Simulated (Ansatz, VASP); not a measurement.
## One calculation of BaS, two programs

The input INCAR:

```
ALGO = Normal
EDIFF = 1E-7
ENCUT = 520
GGA = PE
ISIF = 2
ISMEAR = -1
LASPH = T
LCHARG = F
LREAL = F
LWAVE = F
NBANDS = 15
NELM = 80
PREC = Accurate
SIGMA = 0.02
```

Contents of KPOINTS:

```
k-points
0
Gamma
  8 8 8
```

File POSCAR:

```
BaS
1.0
    0.0000000000      3.2920907708      3.1848279500
    3.2920907708      0.0000000000      3.1848279500
    3.2920907708      3.2920907708      0.0000000000
Ba S
1 1
Direct
    0.0000000000      0.0000000000      0.0000000000
    0.5000000000      0.5000000000      0.5000000000
```

Input for Ansatz:

```yaml
crystal:
  lattice:
    - [0.0, 3.2920907708, 3.18482795]
    - [3.2920907708, 0.0, 3.18482795]
    - [3.2920907708, 3.2920907708, 0.0]
  atoms:
    - { symbol: Ba, position: [0.0, 0.0, 0.0] }
    - { symbol: S, position: [0.5, 0.5, 0.5] }
kpoints:
  mp_grid: { grid: [8, 8, 8] }
  band_path:
    path:
      - [0.0, 0.0, 0.0]
      - [0.5, 0.0, 0.5]
      - [0.625, 0.25, 0.625]
      - [0.375, 0.375, 0.75]
      - [0.5, 0.5, 0.5]
      - [0.5, 0.25, 0.75]
      - [0.5, 0.5, 0.0]
    npoints: 1
hamiltonian:
  xc: pbe
scf:
  occupations: { method: fermi_dirac, width: 0.02 }
  n_extra_bands: 4
output:
  forces: true
  stress: true
  eigenvalues: true
```

Change from the starting cell: epitaxial_xy strain +2.5%.

Alike in both runs: task single point; functional PBE; k mesh 8 × 8 × 8; occupations fermi-dirac, width 0.02 eV; no spin polarisation.

```csv
,VASP,Ansatz
version,VASP 6.6.1,Ansatz 0.2.0
potentials or method,"VASP PAW PBE potentials, release 64 (Ba_sv, S)","plane waves, PAW"
plane-wave cutoff (eV),520,420
valence electrons in the cell,16,16
```

|  | VASP | Ansatz | Ansatz less VASP |
| --- | --- | --- | --- |
| gap on the k mesh at the Fermi level (eV) | 2.12 | 2.21 | +0.093 |
| pressure (GPa) | -0.9 | -1.4 | -0.48 |
| traceless stress, the component that is largest in VASP (GPa) | 1.52 | 1.37 | -0.151 |

Neither program's run includes spin-orbit coupling.
